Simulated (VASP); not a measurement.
TiO2, 6 atoms in the cell. It takes space group P4_2/mnm (No. 136, tetragonal). The conventional cell has a = 4.665 Å, b = 4.665 Å, c = 2.858 Å, α = 90.00°, β = 90.00°, γ = 90.00°. Ti (site symmetry mmm) has 6 O at 1.93 to 2.00 Å within 2.6 Å. Within 2.6 Å of O (site symmetry m2m) lie 3 Ti at 1.93 to 2.00 Å and 1 O at 2.59 Å. 

* Program: VASP 6.6.1
* Task: single point
* Functional: r2SCAN
* Potentials or basis: VASP PAW PBE potentials, release 64 (Ti_sv, O)
* Cutoff: 520 eV
* k mesh: 6 × 6 × 8
* Occupations: gaussian, width 0.02 eV
* Spin: no spin polarisation
* Hubbard terms: Ti d U = 4.0 eV
* Dipole correction: no
* Further INCAR settings: ALGO = Normal; EDIFF = 1e-06; NBANDS = 33

Potentials or basis: VASP PAW PBE potentials, release 64 (Ti_sv, O).

Run with:

```bash
$ cat potpaw_PBE.64/Ti_sv/POTCAR potpaw_PBE.64/O/POTCAR > POTCAR
$ cp INCAR.step1 INCAR
$ mpirun -np 1 vasp_std > vasp.out
$ cp INCAR.step2 INCAR
$ mpirun -np 1 vasp_std > vasp.out
```

Hardware: 1 thread of Intel(R) Xeon(R) 6975P-C (Granite Rapids), on a shared host.

Problem. Estimate the wall time of this run.

Solution. Run time: 3 min on 1 thread of Intel(R) Xeon(R) 6975P-C (Granite Rapids), on a shared host, peak memory 0.23 GiB. Counts: k points 50.
